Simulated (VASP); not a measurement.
# Sb (P6_3/mmc) in VASP: notebook

Runs on Sb. Level: PBE. Tasks: single point.

Program: VASP 6.6.1. These are calculated values, not measurements. Logs are shortened: lines on timing, memory, paths and dates and some standing lists are left out, and cuts for length are marked.

### Step 1. The cell of the first run

The structure is hexagonal, space group P6_3/mmc (No. 194). Conventional cell: a = 3.355 Å, b = 3.355 Å, c = 5.470 Å, α = 90.00°, β = 90.00°, γ = 120.00°. Sb (site symmetry -6m2) has 12 Sb at 3.35 Å within 4.4 Å.

### Step 2. Single point, PBE

Input file INCAR:

```
ALGO = Normal ; EDIFF = 1E-6
ENCUT = 520 ; GGA = PE
ISIF = 2 ; ISMEAR = 0
LASPH = True ; LCHARG = True
LELF = True ; LREAL = False
LVHAR = True ; LWAVE = False
NBANDS = 12 ; NELM = 80
PREC = Accurate ; SIGMA = 0.015
```

Input file KPOINTS:

```
k-points
0
Gamma
  9 9 5
```

Input file POSCAR:

```
Sb
1.0
    3.3545324186      0.0000000000      0.0000000000
   -1.6772662093      2.9051102923      0.0000000000
    0.0000000000      0.0000000000      5.4701606500
Sb
2
Direct
    0.6666666667      0.3333333333      0.7500000000
    0.3333333333      0.6666666667      0.2500000000
```

Potentials or basis: VASP PAW PBE potentials, release 64 (Sb).

Launch:

```sh
$ cat potpaw_PBE.64/Sb/POTCAR > POTCAR
$ mpirun -np 1 vasp_std > vasp.out
```

OUTCAR:

```text
EDIFF = 1E-6
   ENCUT = 520
   GGA = PE
   ISIF = 2
   ISMEAR = 0
   LASPH = True
   LREAL = False
   NELM = 80
   PREC = Accurate

 ion  position               nearest neighbor table
   1  0.667  0.333  0.750-   2 3.35   2 3.35   2 3.35   2 3.35   2 3.35   2 3.35
   2  0.333  0.667  0.250-   1 3.35   1 3.35   1 3.35   1 3.35   1 3.35   1 3.35

  LATTYP: Found a hexagonal cell.
 ALAT       =     3.3545324186
 C/A-ratio  =     1.6306775334

  Lattice vectors:

 A1 = (   3.3545324186,   0.0000000000,   0.0000000000)
 A2 = (  -1.6772662093,   2.9051102923,   0.0000000000)
 A3 = (   0.0000000000,   0.0000000000,   5.4701606500)

Analysis of symmetry for initial positions (statically):
=====================================================================
 Subroutine PRICEL returns:
 Original cell was already a primitive cell.

 Routine SETGRP: Setting up the symmetry group for a
 hexagonal supercell.

 Subroutine GETGRP returns: Found 24 space group operations
 (whereof 12 operations were pure point group operations)
 out of a pool of 24 trial point group operations.

The static configuration has the point symmetry D_3d.
 The point group associated with its full space group is D_6h.

Analysis of symmetry for dynamics (positions and initial velocities):
=====================================================================
 Subroutine PRICEL returns:
 Original cell was already a primitive cell.

 Routine SETGRP: Setting up the symmetry group for a
 hexagonal supercell.

 Subroutine GETGRP returns: Found 24 space group operations
 (whereof 12 operations were pure point group operations)
 out of a pool of 24 trial point group operations.

The dynamic configuration has the point symmetry D_3d.
 The point group associated with its full space group is D_6h.

 Subroutine INISYM returns: Found 24 space group operations
 (whereof 12 operations are pure point group operations),
 and found     1 'primitive' translations

----------------------------------------------------------------------------------------

                                     Primitive cell

  volume of cell :      53.3083

  direct lattice vectors                    reciprocal lattice vectors
     3.354532419  0.000000000  0.000000000     0.298104139  0.172110505  0.000000000
    -1.677266209  2.905110292  0.000000000     0.000000000  0.344221010  0.000000000
     0.000000000  0.000000000  5.470160650     0.000000000  0.000000000  0.182809987

  length of vectors
     3.354532419  3.354532419  5.470160650     0.344221010  0.344221010  0.182809987

  position of ions in fractional coordinates (direct lattice)
     0.666666667  0.333333333  0.750000000
     0.333333333  0.666666667  0.250000000

  ion indices of the primitive-cell ions
   primitive index   ion index
                 1           1
                 2           2

----------------------------------------------------------------------------------------

 KPOINTS: k-points

Automatic generation of k-mesh.
 Grid dimensions read from file:
 generate k-points for:    9    9    5

 Generating k-lattice:

  Cartesian coordinates                     Fractional coordinates (reciprocal lattice)
     0.033122682  0.019123389  0.000000000     0.111111111  0.000000000  0.000000000
     0.000000000  0.038246779  0.000000000     0.000000000  0.111111111  0.000000000
     0.000000000  0.000000000  0.036561997     0.000000000  0.000000000  0.200000000

  Length of vectors
     0.038246779  0.038246779  0.036561997

  Shift w.r.t. Gamma in fractional coordinates (k-lattice)
     0.000000000  0.000000000  0.000000000

 Subroutine IBZKPT returns following result:
 ===========================================

 Found     36 irreducible k-points:

 Following reciprocal coordinates:
            Coordinates               Weight
  0.000000  0.000000  0.000000      1.000000
  0.111111  0.000000  0.000000      6.000000
  0.222222  0.000000  0.000000      6.000000
  0.333333  0.000000  0.000000      6.000000
  0.444444  0.000000  0.000000      6.000000
  0.111111  0.111111  0.000000      6.000000
[... 16 lines left out ...]
  0.333333  0.222222  0.200000     24.000000
  0.333333  0.333333  0.200000      4.000000
 [... further k-points ...]
   k-points           NKPTS =     36   k-points in BZ     NKDIM =     36   number of bands    NBANDS=     12
   number of dos      NEDOS =    301   number of ions     NIONS =      2
   total plane-waves  NPLWV =  32928
   dimension x,y,z NGX =    28 NGY =   28 NGZ =   42
   dimension x,y,z NGXF=    56 NGYF=   56 NGZF=   84
   ions per type =               2
   NGX,Y,Z   is equivalent  to a cutoff of  13.88, 13.88, 12.76 a.u.
   NGXF,Y,Z  is equivalent  to a cutoff of  27.75, 27.75, 25.53 a.u.
 SYSTEM =  unknown system
   PREC   = accura    normal or accurate (medium, high low for compatibility)
   ISTART =      0    job   : 0-new  1-cont  2-samecut
   ICHARG =      2    charge: 1-file 2-atom 10-const
   ISPIN  =      1    spin polarized calculation?
   LNONCOLLINEAR =      F non collinear calculations
   LSORBIT =      F    spin-orbit coupling
   LASPH  =      T    aspherical Exc in radial PAW
   ENCUT  =  520.0 eV  38.22 Ry    6.18 a.u.   6.24  6.24 10.17*2*pi/ulx,y,z
   NELM   =     80;   NELMIN=  2; NELMDL= -5     # of ELM steps
   EDIFF  = 0.1E-05   stopping-criterion for ELM
   LREAL  =      F    real-space projection
   EDIFFG = 0.1E-04   stopping-criterion for IOM
   NSW    =      0    number of steps for IOM
   IBRION =     -1    ionic relax: 0-MD 1-quasi-New 2-CG
   NFREE  =      0    steps in history (QN), initial steepest desc. (CG)
   ISIF   =      2    stress and relaxation
   ISYM   =      2    0-nonsym 1-usesym 2-fastsym
   POTIM  = 0.5000    time-step for ionic-motion
   TEBEG  =    0.0;   TEEND  =   0.0 temperature during run
   PSTRESS=    0.0 pullay stress
   NELECT =      10.0000    total number of electrons
   NUPDOWN=      -1.0000    fix difference up-down
   EMIN   =  10.00;   EMAX   =-10.00  energy-range for DOS
   EFERMI =   0.00;   METHOD = LEGACY
   ISMEAR =     0;   SIGMA  =   0.01  broadening in eV -4-tet -1-fermi 0-gaus
   EFERMI_NEDOS =   21; number of points for ismear=-14 and -15
   IALGO  =     38    algorithm
   IMIX   =      4    mixing-type and parameters
     AMIX     =   0.40;   BMIX     =  1.00
     AMIX_MAG =   1.60;   BMIX_MAG =  1.00
  volume/ion in A,a.u.               =      26.65       179.87
  Fermi-wavevector in a.u.,A,eV,Ry     =   0.937152  1.770960 11.949364  0.878253
  Thomas-Fermi vector in A             =   2.064234
   LORBIT       =      0    0 simple, 1 ext, 2 COOP (PROOUT), +10 PAW based schemes
   GGA     = PE    functional components
   LHFCALC =     F    Hartree Fock is set to
   AEXX    =    0.0000 exact exchange contribution
   IVDW    =     0    specifies the selected vdW correction
   LEPSILON=     F    determine dielectric tensor
   LRPA    =     F    only Hartree local field effects (RPA)
 non-spin polarized calculation
 Gauss-broadening in eV      SIGMA  =   0.01
  energy-cutoff  :      520.00
  volume of cell :       53.31
 maximum number of plane-waves:      1448
 NGX is ok and might be reduce to    28
   NGX = 13   NGY = 13   NGZ = 21

 number of electron      10.0000000 magnetization

 Free energy of the ion-electron system (eV)
  ---------------------------------------------------
  ext. energy  EPLUGINS =         0.00000000
  ---------------------------------------------------
  free energy    TOTEN  =        -7.71985261 eV

  energy without entropy =       -7.71939251  energy(sigma->0) =       -7.71962256

 E-fermi :   8.5310     XC(G=0): -10.2770

 val. band max:        8.5262876171   @ k =   0.2222   0.0000   0.4000
 cond. band min:       8.5385681711   @ k =   0.4444   0.1111   0.0000
 fundamental gap:      0.0122805541
 Fermi energy:         8.5309961659

 k-point     1 :       0.0000    0.0000    0.0000
  band No.  band energies     occupation
      1      -4.3483      2.00000
      2      -0.5199      2.00000
      3       2.7742      2.00000
      4      12.2632      0.00000
      5      12.2632      0.00000
      6      13.9105      0.00000
      7      13.9105      0.00000
      8      14.1547      0.00000
      9      16.3787      0.00000
     10      17.6059      0.00000
     11      18.6199      0.00000
     12      18.6199      0.00000

 k-point     2 :       0.1111    0.0000    0.0000
  band No.  band energies     occupation
      1      -4.1295      2.00000
      2      -0.3282      2.00000
      3       3.0023      2.00000
      4      10.3590      0.00000
      5      11.5293      0.00000
      6      12.8035      0.00000
      7      13.8967      0.00000
      8      13.9992      0.00000
      9      16.2875      0.00000
     10      17.8471      0.00000
     11      18.5063      0.00000
     12      18.8217      0.00000

 k-point     3 :       0.2222    0.0000    0.0000
  band No.  band energies     occupation
      1      -3.4783      2.00000
      2       0.2176      2.00000
      3       3.6762      2.00000
      4       7.4674      2.00000
      5      10.4122      0.00000
      6      10.5205      0.00000
      7      12.7303      0.00000
      8      13.4979      0.00000
      9      14.6441      0.00000
     10      17.1199      0.00000
     11      18.1753      0.00000
     12      18.7819      0.00000
[... 286 lines left out ...]
 k-point    23 :       0.3333    0.2222    0.2000
  band No.  band energies     occupation
      1      -0.3814      2.00000
      2       0.9789      2.00000
      3       4.2042      2.00000
      4       5.2717      2.00000
      5       6.2040      2.00000
      6       7.9678      2.00000
      7       8.5020      1.99374
      8      10.2517      0.00000
      9      13.9169      0.00000
     10      17.7891      0.00000
     11      18.1299      0.00000
     12      19.7797      0.00000

 k-point    24 :       0.3333    0.3333    0.2000
  band No.  band energies     occupation
      1       0.5859      2.00000
      2       0.5859      2.00000
      3       4.3622      2.00000
      4       5.3970      2.00000
      5       5.3970      2.00000
      6       6.9850      2.00000
      7       9.3508      0.00000
      8       9.3508      0.00000
      9      13.1693      0.00000
     10      19.0601      0.00000
     11      19.0601      0.00000
     12      20.8604      0.00000

 [... further k-points ...]
[... 5 lines left out ...]
  --------------------------------------------------------------------------------------
  -------------------------------------------------------------------------------------
  Total        0.3671837      0.3671837      0.6173683      0.0000000      0.0000000      0.0000000
  in kB       11.0356834     11.0356834     18.5549688      0.0000000      0.0000000      0.0000000
  external PRESSURE =      13.5421119 kB  Pullay stress =       0.0000000 kB

 VOLUME and BASIS-vectors are now :
 -----------------------------------------------------------------------------
  energy-cutoff  :      520.00
  volume of cell :       53.31
      direct lattice vectors                 reciprocal lattice vectors
     3.354532419  0.000000000  0.000000000     0.298104139  0.172110505  0.000000000
    -1.677266209  2.905110292  0.000000000     0.000000000  0.344221010  0.000000000
     0.000000000  0.000000000  5.470160650     0.000000000  0.000000000  0.182809987

 POSITION                                       TOTAL-FORCE (eV/Angst)
 -----------------------------------------------------------------------------------
      1.67727      0.96837      4.10262         0.000000     -0.000000      0.000000
     -0.00000      1.93674      1.36754         0.000000      0.000000      0.000000
 -----------------------------------------------------------------------------------
    total drift:                                0.000000     -0.000000      0.000000

  FREE ENERGIE OF THE ION-ELECTRON SYSTEM (eV)
  ---------------------------------------------------
  free  energy   TOTEN  =        -7.7198526145 eV

  energy  without entropy=       -7.7193925097  energy(sigma->0) =       -7.71962256
```

Run time: 35 s. Hardware: 1 thread of Intel Xeon 8259CL, shared host; peak memory 0.17 GiB.

Results:

- Free energy: -7.7199 eV
- Pressure: 1.4 GPa
- Band gap on the k mesh: zero (band 5 reaches 12.82 eV, above the bottom of band 6 at 5.89 eV)

Caveat: spin-orbit coupling is left out, which moves the levels of the heavy elements.

### Step 3. Single point, PBE

Input file INCAR:

```
SYSTEM = Sb
PREC = Accurate ; ENCUT = 520
EDIFF = 1E-6 ; ISMEAR = 0
SIGMA = 0.016 ; LREAL = .False.
LASPH = .True. ; NELM = 60
ALGO = Normal ; ISIF = 2
LWAVE = .False. ; LCHARG = .True.
GGA = PE ; LELF = .True.
LVHAR = .True. ; NBANDS = 12
```

Input file KPOINTS:

```
regular mesh
0
Gamma
  9 9 5
  0 0 0
```

POSCAR is that of step 2.

Potentials or basis: VASP PAW PBE potentials, release 64 (Sb).

Launch:

```sh
$ cat potpaw_PBE.64/Sb/POTCAR > POTCAR
$ mpirun -np 1 vasp_std > vasp.out
```

It took 43 s on 1 thread of Intel Xeon 8259CL, shared host; peak memory 0.17 GiB.

It converged, with:

* Free energy: -7.7199 eV
* Pressure: 1.4 GPa
* Band gap on the k mesh: zero (band 5 reaches 12.82 eV, above the bottom of band 6 at 5.89 eV)

Stress tensor (GPa, compression positive):
```
1.11 0.00 0.00
0.00 1.11 0.00
0.00 0.00 1.84
```

Levels at points of the mesh, in eV from the Fermi level:
```csv
k point,band 3,band 4,band 5,band 6,band 7,band 8
"(0.00, 0.00, 0.00)",-5.76,3.73,3.73,5.38,5.38,5.62
```

Caveat: spin-orbit coupling is left out, which moves the levels of the heavy elements.
